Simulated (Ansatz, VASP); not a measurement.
## K2Sc4Si: VASP beside Ansatz

```
K Sc Si
1.0
     6.15549    0.00000    0.00000
    -3.07774    5.33081    0.00000
     0.00000    0.00000    6.03033
K Sc Si
2 4 1
Direct
  0.33333 0.66667 0.50000
  0.66667 0.33333 0.50000
  0.50000 0.00000 0.00000
  0.00000 0.50000 0.00000
  0.50000 0.50000 0.00000
  0.00000 0.00000 0.50000
  0.00000 0.00000 0.00000
```

Alike in both runs: functional PBE; k mesh 3 × 3 × 4; occupations gaussian, width 0.1 eV; no spin polarisation.

Ansatz relaxed the structure, and its values are those at the end. VASP's run is a single point on that final structure, the one shown.

|  | VASP | Ansatz |
| --- | --- | --- |
| version | VASP 6.6.1 | Ansatz 0.2.0 |
| potentials or method | VASP PAW PBE potentials, release 64 (K_sv, Sc_sv, Si), cutoff 520 eV | scalar-relativistic, plane waves, PAW |
| valence electrons in the cell | 66 | 66 |

|  | VASP | Ansatz | Ansatz less VASP |
| --- | --- | --- | --- |
| gap on the k mesh at the Fermi level (eV) | none | none | - |
| pressure (GPa) | 0.1 | 0.1 | -0.02 |

A gap of «none» marks a metal or a gap that the smearing closes. The functional is the same, so the differences come from potentials, cutoffs and numerics.

The k mesh is coarse, so the values compare programs but aren't converged.
